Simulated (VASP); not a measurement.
Wanted: the native input for a VASP 6.6.1 run.

```
Task                   : single point
Functional             : PBE
Potentials or basis    : VASP PAW PBE potentials, release 64 (Sc_sv, Al)
Cutoff                 : 520 eV
k mesh                 : 6 × 6 × 2
Occupations            : gaussian, width 0.1 eV
Spin                   : no spin polarisation
Dipole correction      : no
Further INCAR settings : ALGO = Normal; EDIFF = 1e-06; NBANDS = 38
```

The structure of Sc5Al lies in POSCAR:

```
Sc5Al
1.0
    2.9406800300      0.0000000000      0.0000000000
    0.0000000000      2.9406800300      0.0000000000
    0.0000000000      0.0000000000     12.4762487500
Sc Al
5 1
Direct
    0.0000000000      0.0000000000      0.6666666700
    0.5000000000      0.5000000000      0.8333333300
    0.0000000000      0.0000000000      0.0000000000
    0.5000000000      0.5000000000      0.1666666700
    0.0000000000      0.0000000000      0.3333333300
    0.5000000000      0.5000000000      0.5000000000
```

These files were run (other wordings do the same):

INCAR

```
SYSTEM = Sc5Al
  PREC = Accurate
  ENCUT = 520
  EDIFF = 1E-6
  ISMEAR = 0
  SIGMA = 0.1
  LREAL = .False.
  LASPH = .True.
  NELM = 80
  ALGO = Normal
  ISIF = 2
  LWAVE = .False.
  LCHARG = .True.
  GGA = PE
  LELF = .True.
  LVHAR = .True.
  NBANDS = 38
```

KPOINTS

```
Automatic mesh
0
Gamma
  6 6 2
  0 0 0
```

Potentials or basis: VASP PAW PBE potentials, release 64 (Sc_sv, Al).

Command:

```bash
$ cat potpaw_PBE.64/Sc_sv/POTCAR potpaw_PBE.64/Al/POTCAR > POTCAR
$ mpirun -np 1 vasp_std > vasp.out
```

Results of the run:

* Pressure: 20.7 GPa
* Largest force: 1.373 eV/Å
* Band gap on the k mesh: zero (bands 29 and 30 overlap by 1.08 eV)

Caveat: the cell stands under pressure; forces of over 1 eV/Å act on the atoms, so gaps and moduli don't describe the material at rest.

Wall time 65 s on 1 thread of AMD EPYC 9R45 96-Core Processor (Zen 5), on a shared host, peak memory 0.22 GiB.
